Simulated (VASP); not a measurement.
NbSi: single point with r2SCAN+U

NbSi:

```xyz
2
Lattice="3.1722 0.0000 0.0000 0.0000 3.1722 0.0000 0.0000 0.0000 3.1722" Properties=species:S:1:pos:R:3 pbc="T T T"
Nb    0.0000    0.0000    0.0000
Si    1.5861    1.5861    1.5861
```

```yaml
Program: VASP 6.6.1
Task: single point
Functional: r2SCAN
Potentials_or_basis: VASP PAW PBE potentials, release 64 (Nb_sv, Si)
Cutoff: 520 eV
k_mesh: 8 × 8 × 8
Occupations: fermi-dirac, width 0.05 eV
Spin: no spin polarisation
Hubbard_terms: Nb d U = 5.0 eV
Dipole_correction: no
Further_INCAR_settings: ALGO = Normal; EDIFF = 1e-06; NBANDS = 16
```

The pressure is 3.4 GPa.

Levels at points of the mesh, in eV from the Fermi level:
| k point | band 5 | band 6 | band 7 | band 8 | band 9 | band 10 | band 11 | band 12 |
| --- | --- | --- | --- | --- | --- | --- | --- | --- |
| (0.00, 0.00, 0.00) | -12.05 | -2.95 | -2.95 | 2.21 | 2.21 | 2.21 | 2.81 | 2.81 |
| (0.50, 0.00, 0.00) | -8.77 | -7.08 | -1.70 | -0.93 | -0.93 | 3.33 | 4.28 | 5.23 |
| (0.50, 0.50, 0.00) | -8.47 | -3.59 | -3.59 | -2.60 | 0.68 | 0.68 | 4.29 | 4.68 |
| (0.50, 0.50, 0.50) | -5.39 | -5.39 | -5.39 | -4.21 | 3.32 | 3.32 | 3.32 | 4.43 |

Eigenvalues of the final occupation matrices:
```
    site  spin  trace               eigenvalues
site 1 d     1   1.06  0.18 0.18 0.18 0.27 0.27
site 1 d     2   1.06  0.18 0.18 0.18 0.27 0.27
```

Run time: 120 s on 1 thread of AMD EPYC 7R13, on a shared host, peak memory 0.12 GiB.

Caveat: the PAW data sets were made with another functional, which shifts forces and pressure a little; U without spin polarisation on a metal has little footing; the U is typed as a test and isn't derived for this compound.
